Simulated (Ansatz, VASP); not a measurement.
SrO: VASP beside Ansatz

```
Sr O
1.0
     0.00000    2.53218    2.53218
     2.53218    0.00000    2.53218
     2.53218    2.53218    0.00000
Sr O
1 1
Direct
  0.00000 0.00000 0.00000
  0.50000 0.50000 0.50000
```

Alike in both runs: task single point; functional LDA; k mesh 6 × 6 × 6; no spin polarisation.

```csv
,VASP,Ansatz
version,VASP 6.6.1,Ansatz 0.2.0
potentials or method,"VASP PAW LDA potentials, release 64 (Sr_sv, O), cutoff 600 eV","scalar-relativistic, plane waves, PAW"
occupations,"gaussian, width 0.01 eV",fixed
valence electrons in the cell,16,16
```

|  | VASP | Ansatz | Ansatz less VASP |
| --- | --- | --- | --- |
| gap on the k mesh at the Fermi level (eV) | 3.06 | 3.12 | +0.062 |
| least direct gap on the mesh (eV) | 3.11 | 3.16 | +0.052 |
| pressure (GPa) | 0.7 | 0.0 | -0.74 |

LDA's correlation is that of Perdew and Zunger in VASP and of Perdew and Wang (1992) in Ansatz.
